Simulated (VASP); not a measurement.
# TiO2 (P4_2/mnm) in VASP: a series of runs

TiO2 is run at these levels: PBE; tasks: single point, relaxation of shape and atoms at fixed volume, relaxation of cell and atoms.

Everything below comes from runs of VASP 6.6.1. Logs are shortened: lines on timing, memory, paths and dates and some standing lists are left out, and cuts for length are marked.

## Step 1: The cell of the first run

The structure is tetragonal, space group P4_2/mnm (No. 136). The conventional cell has a = 4.762 Å, b = 4.762 Å, c = 2.987 Å, α = 90.00°, β = 90.00°, γ = 90.00°. Ti (site symmetry mmm) has 6 O at 1.97 to 2.08 Å within 2.6 Å. Within 2.6 Å of O (site symmetry m2m) lie 3 Ti at 1.97 to 2.08 Å and 1 O at 2.58 Å.

## Step 2: Single point, PBE (volume scaled by 1.06, then relaxed in part)

File INCAR:

```
PREC = Accurate
ENCUT = 520
EDIFF = 1E-7
ISMEAR = 0
SIGMA = 0.02
LREAL = False
LASPH = True
NELM = 80
ALGO = Normal
ISIF = 2
LWAVE = False
LCHARG = False
GGA = PE
NBANDS = 33
```

File KPOINTS:

```
Automatic mesh
0
Gamma
  6 6 10
```

File POSCAR:

```
TiO2
1.0
    4.7619084456      0.0000000000      0.0000000000
    0.0000000000      4.7619084456      0.0000000000
    0.0000000000      0.0000000000      2.9871257729
Ti O
2 4
Direct
    0.0000000000      0.0000000000      0.0000000000
    0.5000000000      0.5000000000      0.5000000000
    0.3081744817      0.3081744817      0.0000000000
    0.1918255183      0.8081744817      0.5000000000
    0.6918255183      0.6918255183      0.0000000000
    0.8081744817      0.1918255183      0.5000000000
```

Potentials or basis: VASP PAW PBE potentials, release 64 (Ti_sv, O).

The run is started by

```console
cat potpaw_PBE.64/Ti_sv/POTCAR potpaw_PBE.64/O/POTCAR > POTCAR
mpirun -np 1 vasp_std > vasp.out
```

OUTCAR:

```text
PREC = Accurate
   ENCUT = 520
   EDIFF = 1E-7
   ISMEAR = 0
   LREAL = False
   LASPH = True
   NELM = 80
   ISIF = 2
   GGA = PE

 ion  position               nearest neighbor table
   1  0.000  0.000  0.000-   4 1.97   6 1.97   4 1.97   6 1.97   5 2.08   3 2.08
   2  0.500  0.500  0.500-   3 1.97   5 1.97   3 1.97   5 1.97   4 2.08   6 2.08
   3  0.308  0.308  0.000-   2 1.97   2 1.97   1 2.08
   4  0.192  0.808  0.500-   1 1.97   1 1.97   2 2.08
   5  0.692  0.692  0.000-   2 1.97   2 1.97   1 2.08
   6  0.808  0.192  0.500-   1 1.97   1 1.97   2 2.08

  LATTYP: Found a simple tetragonal cell.
 ALAT       =     4.7619084456
 C/A-ratio  =     0.6272959270

  Lattice vectors:

 A1 = (   4.7619084456,   0.0000000000,   0.0000000000)
 A2 = (   0.0000000000,   4.7619084456,   0.0000000000)
 A3 = (   0.0000000000,   0.0000000000,   2.9871257729)

Analysis of symmetry for initial positions (statically):
=====================================================================
 Subroutine PRICEL returns:
 Original cell was already a primitive cell.

 Routine SETGRP: Setting up the symmetry group for a
 simple tetragonal supercell.

 Subroutine GETGRP returns: Found 16 space group operations
 (whereof  8 operations were pure point group operations)
 out of a pool of 16 trial point group operations.

The static configuration has the point symmetry D_2h.
 The point group associated with its full space group is D_4h.

Analysis of symmetry for dynamics (positions and initial velocities):
=====================================================================
 Subroutine PRICEL returns:
 Original cell was already a primitive cell.

 Routine SETGRP: Setting up the symmetry group for a
 simple tetragonal supercell.

 Subroutine GETGRP returns: Found 16 space group operations
 (whereof  8 operations were pure point group operations)
 out of a pool of 16 trial point group operations.

The dynamic configuration has the point symmetry D_2h.
 The point group associated with its full space group is D_4h.

 Subroutine INISYM returns: Found 16 space group operations
 (whereof  8 operations are pure point group operations),
 and found     1 'primitive' translations

----------------------------------------------------------------------------------------

                                     Primitive cell

  volume of cell :      67.7354

  direct lattice vectors                    reciprocal lattice vectors
     4.761908446  0.000000000  0.000000000     0.209999838  0.000000000  0.000000000
     0.000000000  4.761908446  0.000000000     0.000000000  0.209999838  0.000000000
     0.000000000  0.000000000  2.987125773     0.000000000  0.000000000  0.334769968

  length of vectors
     4.761908446  4.761908446  2.987125773     0.209999838  0.209999838  0.334769968

  position of ions in fractional coordinates (direct lattice)
     0.000000000  0.000000000  0.000000000
     0.500000000  0.500000000  0.500000000
     0.308174482  0.308174482  0.000000000
     0.191825518  0.808174482  0.500000000
     0.691825518  0.691825518  0.000000000
     0.808174482  0.191825518  0.500000000

  ion indices of the primitive-cell ions
   primitive index   ion index
                 1           1
                 2           2
                 3           3
                 4           4
                 5           5
                 6           6

----------------------------------------------------------------------------------------

 KPOINTS: Automatic mesh

Automatic generation of k-mesh.
 Grid dimensions read from file:
 generate k-points for:    6    6   10

 Generating k-lattice:

  Cartesian coordinates                     Fractional coordinates (reciprocal lattice)
     0.034999973  0.000000000  0.000000000     0.166666667  0.000000000  0.000000000
     0.000000000  0.034999973  0.000000000     0.000000000  0.166666667  0.000000000
     0.000000000  0.000000000  0.033476997     0.000000000  0.000000000  0.100000000

  Length of vectors
     0.034999973  0.034999973  0.033476997

  Shift w.r.t. Gamma in fractional coordinates (k-lattice)
     0.000000000  0.000000000  0.000000000

 Subroutine IBZKPT returns following result:
 ===========================================

 Found     60 irreducible k-points:

 Following reciprocal coordinates:
            Coordinates               Weight
  0.000000  0.000000  0.000000      1.000000
  0.166667  0.000000  0.000000      4.000000
  0.333333  0.000000  0.000000      4.000000
  0.500000  0.000000  0.000000      2.000000
  0.166667  0.166667  0.000000      4.000000
  0.333333  0.166667  0.000000      8.000000
[... 16 lines left out ...]
  0.333333  0.000000  0.200000      8.000000
  0.500000  0.000000  0.200000      4.000000
 [... further k-points ...]
   k-points           NKPTS =     60   k-points in BZ     NKDIM =     60   number of bands    NBANDS=     33
   number of dos      NEDOS =    301   number of ions     NIONS =      6
   total plane-waves  NPLWV =  31104
   dimension x,y,z NGX =    36 NGY =   36 NGZ =   24
   dimension x,y,z NGXF=    72 NGYF=   72 NGZF=   48
   ions per type =               2   4
   NGX,Y,Z   is equivalent  to a cutoff of  12.57, 12.57, 13.36 a.u.
   NGXF,Y,Z  is equivalent  to a cutoff of  25.14, 25.14, 26.71 a.u.
 SYSTEM =  unknown system
   PREC   = accura    normal or accurate (medium, high low for compatibility)
   ISTART =      0    job   : 0-new  1-cont  2-samecut
   ICHARG =      2    charge: 1-file 2-atom 10-const
   ISPIN  =      1    spin polarized calculation?
   LNONCOLLINEAR =      F non collinear calculations
   LSORBIT =      F    spin-orbit coupling
   LASPH  =      T    aspherical Exc in radial PAW
   ENCUT  =  520.0 eV  38.22 Ry    6.18 a.u.   8.85  8.85  5.55*2*pi/ulx,y,z
   NELM   =     80;   NELMIN=  2; NELMDL= -5     # of ELM steps
   EDIFF  = 0.1E-06   stopping-criterion for ELM
   LREAL  =      F    real-space projection
   EDIFFG = 0.1E-05   stopping-criterion for IOM
   NSW    =      0    number of steps for IOM
   IBRION =     -1    ionic relax: 0-MD 1-quasi-New 2-CG
   NFREE  =      0    steps in history (QN), initial steepest desc. (CG)
   ISIF   =      2    stress and relaxation
   ISYM   =      2    0-nonsym 1-usesym 2-fastsym
   POTIM  = 0.5000    time-step for ionic-motion
   TEBEG  =    0.0;   TEEND  =   0.0 temperature during run
   PSTRESS=    0.0 pullay stress
   NELECT =      48.0000    total number of electrons
   NUPDOWN=      -1.0000    fix difference up-down
   EMIN   =  10.00;   EMAX   =-10.00  energy-range for DOS
   EFERMI =   0.00;   METHOD = LEGACY
   ISMEAR =     0;   SIGMA  =   0.02  broadening in eV -4-tet -1-fermi 0-gaus
   EFERMI_NEDOS =   21; number of points for ismear=-14 and -15
   IALGO  =     38    algorithm
   IMIX   =      4    mixing-type and parameters
     AMIX     =   0.40;   BMIX     =  1.00
     AMIX_MAG =   1.60;   BMIX_MAG =  1.00
  volume/ion in A,a.u.               =      11.29        76.18
  Fermi-wavevector in a.u.,A,eV,Ry     =   1.459542  2.758135 28.984001  2.130264
  Thomas-Fermi vector in A             =   2.576097
   LORBIT       =      0    0 simple, 1 ext, 2 COOP (PROOUT), +10 PAW based schemes
   GGA     = PE    functional components
   LHFCALC =     F    Hartree Fock is set to
   AEXX    =    0.0000 exact exchange contribution
   IVDW    =     0    specifies the selected vdW correction
   LEPSILON=     F    determine dielectric tensor
   LRPA    =     F    only Hartree local field effects (RPA)
 non-spin polarized calculation
 Gauss-broadening in eV      SIGMA  =   0.02
  energy-cutoff  :      520.00
  volume of cell :       67.74
 maximum number of plane-waves:      1856
 NGX is ok and might be reduce to    36
   NGX = 17   NGY = 17   NGZ = 11

 number of electron      47.9999975 magnetization

 Free energy of the ion-electron system (eV)
  ---------------------------------------------------
  ext. energy  EPLUGINS =         0.00000000
  ---------------------------------------------------
  free energy    TOTEN  =       -53.56567213 eV

  energy without entropy =      -53.56567213  energy(sigma->0) =      -53.56567213

 E-fermi :   4.1195     XC(G=0): -10.9640

 val. band max:        3.8676430233   @ k =   0.0000   0.0000   0.0000
 cond. band min:       5.7281700886   @ k =   0.0000   0.0000   0.0000
 fundamental gap:      1.8605270653
 Fermi energy:         4.1194520942

 k-point     1 :       0.0000    0.0000    0.0000
  band No.  band energies     occupation
      1     -53.1191      2.00000
      2     -53.1088      2.00000
      3     -29.3647      2.00000
      4     -29.3647      2.00000
      5     -29.2481      2.00000
      6     -29.2481      2.00000
[... 25 lines left out ...]
     32      10.1677      0.00000
     33      10.1855      0.00000

 k-point     2 :       0.1667    0.0000    0.0000
  band No.  band energies     occupation
      1     -53.1184      2.00000
      2     -53.1095      2.00000
      3     -29.3592      2.00000
      4     -29.3588      2.00000
      5     -29.2546      2.00000
      6     -29.2542      2.00000
[... 25 lines left out ...]
     32      10.1058      0.00000
     33      10.2525      0.00000

 k-point     3 :       0.3333    0.0000    0.0000
  band No.  band energies     occupation
      1     -53.1165      2.00000
      2     -53.1114      2.00000
      3     -29.3452      2.00000
      4     -29.3442      2.00000
      5     -29.2701      2.00000
      6     -29.2692      2.00000
[... 25 lines left out ...]
     32       9.9764      0.00000
     33      10.0430      0.00000

 k-point     4 :       0.5000    0.0000    0.0000
  band No.  band energies     occupation
      1     -53.1139      2.00000
      2     -53.1139      2.00000
      3     -29.3347      2.00000
      4     -29.3347      2.00000
      5     -29.2801      2.00000
      6     -29.2801      2.00000
[... 673 lines left out ...]
     32       9.4202      0.00000
     33       9.6942      0.00000

 k-point    23 :       0.3333    0.0000    0.2000
  band No.  band energies     occupation
      1     -53.1042      2.00000
      2     -53.1000      2.00000
      3     -29.3393      2.00000
      4     -29.3260      2.00000
      5     -29.3127      2.00000
      6     -29.3041      2.00000
[... 25 lines left out ...]
     32       9.0268      0.00000
     33       9.6817      0.00000

 k-point    24 :       0.5000    0.0000    0.2000
  band No.  band energies     occupation
      1     -53.1021      2.00000
      2     -53.1021      2.00000
      3     -29.3341      2.00000
      4     -29.3341      2.00000
      5     -29.3015      2.00000
      6     -29.3015      2.00000
[... 25 lines left out ...]
     32       8.7821      0.00000
     33       9.9143      0.00000

 [... further k-points ...]
[... 5 lines left out ...]
  --------------------------------------------------------------------------------------
  -------------------------------------------------------------------------------------
  Total       -3.9961844     -3.9961844     -3.8058345      0.0000000      0.0000000      0.0000000
  in kB      -94.5236566    -94.5236566    -90.0212179      0.0000000      0.0000000      0.0000000
  external PRESSURE =     -93.0228437 kB  Pullay stress =       0.0000000 kB

 VOLUME and BASIS-vectors are now :
 -----------------------------------------------------------------------------
  energy-cutoff  :      520.00
  volume of cell :       67.74
      direct lattice vectors                 reciprocal lattice vectors
     4.761908446  0.000000000  0.000000000     0.209999838  0.000000000  0.000000000
     0.000000000  4.761908446  0.000000000     0.000000000  0.209999838  0.000000000
     0.000000000  0.000000000  2.987125773     0.000000000  0.000000000  0.334769968

 POSITION                                       TOTAL-FORCE (eV/Angst)
 -----------------------------------------------------------------------------------
      0.00000      0.00000      0.00000         0.000000      0.000000     -0.000000
      2.38095      2.38095      1.49356         0.000000      0.000000     -0.000000
      1.46750      1.46750      0.00000        -0.022525     -0.022525      0.000000
      0.91346      3.84845      1.49356         0.022525     -0.022525      0.000000
      3.29441      3.29441      0.00000         0.022525      0.022525     -0.000000
      3.84845      0.91346      1.49356        -0.022525      0.022525     -0.000000
 -----------------------------------------------------------------------------------
    total drift:                                0.000000      0.000000      0.000000

  FREE ENERGIE OF THE ION-ELECTRON SYSTEM (eV)
  ---------------------------------------------------
  free  energy   TOTEN  =       -53.5656721337 eV

  energy  without entropy=      -53.5656721337  energy(sigma->0) =      -53.56567213
```

It took 58 s on 1 thread of Intel Xeon 6975P-C (Granite Rapids), shared host; peak memory 0.24 GiB.

Results:

- Free energy: -53.5657 eV
- Pressure: -9.3 GPa
- Largest force: 0.032 eV/Å
- Band gap on the k mesh: 1.86 eV, direct

Forces on the atoms (eV/Å):
```
Ti   0.000  0.000  0.000
Ti   0.000  0.000  0.000
O   -0.023 -0.023  0.000
O    0.023 -0.023  0.000
O    0.023  0.023  0.000
O   -0.023  0.023  0.000
```

Caveat: the cell differs from its parent crystal (volume scaled by 1.06, then relaxed in part). A k mesh can miss the band edges.

## Step 3: Single point, PBE (volume scaled by 1.10, then relaxed in part)

File INCAR:

```
ALGO     = Normal         # electronic algorithm
EDIFF    = 1E-6           # SCF threshold, eV
ENCUT    = 520            # plane-wave cutoff, eV
GGA      = PE             # functional
ISIF     = 2              # what is computed and relaxed
ISMEAR   = 0              # smearing method
LASPH    = T              # aspherical terms in the spheres
LCHARG   = F              # write CHGCAR
LREAL    = F              # projectors in reciprocal space
LWAVE    = F              # write WAVECAR
NBANDS   = 33             # bands
NELM     = 60             # most SCF steps
PREC     = Accurate       # precision mode
SIGMA    = 0.02           # smearing width, eV
```

File KPOINTS:

```
k-points
0
Gamma
  6 6 10
```

File POSCAR:

```
TiO2
1.0
    4.8436337936      0.0000000000      0.0000000000
    0.0000000000      4.8436337936      0.0000000000
    0.0000000000      0.0000000000      2.9961241844
Ti O
2 4
Direct
    0.0000000000      0.0000000000      0.0000000000
    0.5000000000      0.5000000000      0.5000000000
    0.3108633492      0.3108633492      0.0000000000
    0.1891366508      0.8108633492      0.5000000000
    0.6891366508      0.6891366508      0.0000000000
    0.8108633492      0.1891366508      0.5000000000
```

Potentials or basis: VASP PAW PBE potentials, release 64 (Ti_sv, O).

The run is started by

```console
cat potpaw_PBE.64/Ti_sv/POTCAR potpaw_PBE.64/O/POTCAR > POTCAR
mpirun -np 1 vasp_std > vasp.out
```

Wall time 56 s (1 thread of Intel Xeon 6975P-C (Granite Rapids), shared host); peak memory 0.24 GiB.

Results (log left out):

```yaml
Free_energy: -53.3792 eV
Pressure: -13.7 GPa
Largest_force: 0.038 eV/Å
Band_gap_on_the_k_mesh: 1.92 eV, indirect (the least direct gap lies 3.1 meV higher)
```

Forces on the atoms (eV/Å):
```
Ti   0.000  0.000  0.000
Ti   0.000  0.000  0.000
O   -0.027 -0.027  0.000
O    0.027 -0.027  0.000
O    0.027  0.027  0.000
O   -0.027  0.027  0.000
```

Stress tensor (GPa, compression positive):
```
-13.87   0.00   0.00
  0.00 -13.87   0.00
  0.00   0.00 -13.41
```

Levels at points of the mesh, in eV from the valence-band top:
```
           k point  band 22  band 23  band 24  band 25  band 26  band 27
(0.00, 0.00, 0.00)    -0.23    -0.23     0.00     1.92     2.26     2.51
(0.50, 0.00, 0.00)    -1.10    -0.55    -0.55     2.52     2.52     2.81
(0.50, 0.50, 0.00)    -0.91    -0.72    -0.72     1.97     1.97     2.51
(0.00, 0.00, 0.50)    -1.58    -1.23    -1.23     2.67     2.67     3.14
(0.50, 0.00, 0.50)    -1.74    -0.68    -0.68     1.95     1.95     3.16
(0.50, 0.50, 0.50)    -0.80    -0.61    -0.61     2.42     2.42     3.16
```

Caveat: the cell differs from its parent crystal (volume scaled by 1.10, then relaxed in part). A k mesh can miss the band edges.

## Step 4: Relaxation of shape and atoms at fixed volume, PBE (volume scaled by 0.88)

File INCAR:

```
ALGO     = Normal         # electronic algorithm
EDIFF    = 1E-7           # SCF threshold, eV
EDIFFG   = -0.01          # ionic threshold
ENCUT    = 600            # plane-wave cutoff, eV
GGA      = PE             # functional
IBRION   = 2              # ionic algorithm
ISIF     = 4              # what is computed and relaxed
ISMEAR   = 0              # smearing method
LASPH    = True           # aspherical terms in the spheres
LCHARG   = False          # write CHGCAR
LREAL    = False          # projectors in reciprocal space
LWAVE    = False          # write WAVECAR
NELM     = 100            # most SCF steps
NSW      = 50             # ionic steps
PREC     = Accurate       # precision mode
SIGMA    = 0.02           # smearing width, eV
```

KPOINTS is that of step 3.

File POSCAR:

```
TiO2
1.0
    4.4222296438      0.0000000000      0.0000000000
    0.0000000000      4.4222296438      0.0000000000
    0.0000000000      0.0000000000      2.8754764515
Ti O
2 4
Direct
    0.0000000000      0.0000000000      0.0000000000
    0.5000000000      0.5000000000      0.5000000000
    0.3023182102      0.3023182102      0.0000000000
    0.1976817898      0.8023182102      0.5000000000
    0.6976817898      0.6976817898      0.0000000000
    0.8023182102      0.1976817898      0.5000000000
```

The run is started by

```console
cat potpaw_PBE.64/Ti_sv/POTCAR potpaw_PBE.64/O/POTCAR > POTCAR
mpirun -np 1 vasp_std > vasp.out
```

Wall time 1.7 min (1 thread of Intel Xeon 6975P-C (Granite Rapids), shared host); peak memory 0.24 GiB.

It converged, with:

| Property | Result |
| --- | --- |
| Free energy | -52.8862 eV |
| Energy gained by relaxing | 0.5 meV/atom |
| Ionic steps | 4 |
| Pressure after relaxing | 36.2 GPa |
| Largest force after relaxing | 0.005 eV/Å |
| Band gap on the k mesh | 1.99 eV, direct |

Forces in eV/Å, atoms in the order of the input:
```
Ti   0.000  0.000  0.000
Ti   0.000  0.000  0.000
O    0.004  0.004  0.000
O   -0.004  0.004  0.000
O   -0.004 -0.004  0.000
O    0.004 -0.004  0.000
```

Stress tensor (GPa, compression positive):
```
36.14  0.00  0.00
 0.00 36.14  0.00
 0.00  0.00 36.23
```

Step by step:
| step | energy change (eV) | largest force (eV/Å) | pressure (GPa) | volume (Å³) |
| --- | --- | --- | --- | --- |
| 1 | 0.0000 | 0.1474 | 36.60 | 56.23 |
| 2 | -0.0020 | 0.1121 | 36.00 | 56.23 |
| 3 | -0.0027 | 0.0231 | 36.19 | 56.23 |
| 4 | -0.0028 | 0.0051 | 36.17 | 56.23 |

Final structure:
```xyz
6
Lattice="4.4137 0.0000 0.0000 0.0000 4.4137 0.0000 0.0000 0.0000 2.8866" Properties=species:S:1:pos:R:3 pbc="T T T"
Ti    0.0000    0.0000    0.0000
Ti    2.2068    2.2068    1.4433
O     1.3317    1.3317    0.0000
O     0.8752    3.5385    1.4433
O     3.0820    3.0820    0.0000
O     3.5385    0.8752    1.4433
```

Levels at points of the mesh, in eV from the valence-band top:
| k point | band 21 | band 22 | band 23 | band 24 | band 25 | band 26 | band 27 | band 28 |
| --- | --- | --- | --- | --- | --- | --- | --- | --- |
| (0.00, 0.00, 0.00) | -0.79 | -0.51 | -0.51 | 0.00 | 1.99 | 2.31 | 2.55 | 2.71 |
| (0.50, 0.00, 0.00) | -1.94 | -1.94 | -0.87 | -0.87 | 2.79 | 2.79 | 3.43 | 3.43 |
| (0.50, 0.50, 0.00) | -1.47 | -1.47 | -1.15 | -1.15 | 2.04 | 2.04 | 2.74 | 2.74 |
| (0.00, 0.00, 0.50) | -2.90 | -2.90 | -1.51 | -1.51 | 3.40 | 3.40 | 3.49 | 3.49 |
| (0.50, 0.00, 0.50) | -2.27 | -2.27 | -1.24 | -1.24 | 2.06 | 2.06 | 3.52 | 3.52 |
| (0.50, 0.50, 0.50) | -1.60 | -1.60 | -0.68 | -0.68 | 2.90 | 2.90 | 3.52 | 3.52 |

Caveat: the cell differs from its parent crystal (volume scaled by 0.88).

[end of part 1 of 2]
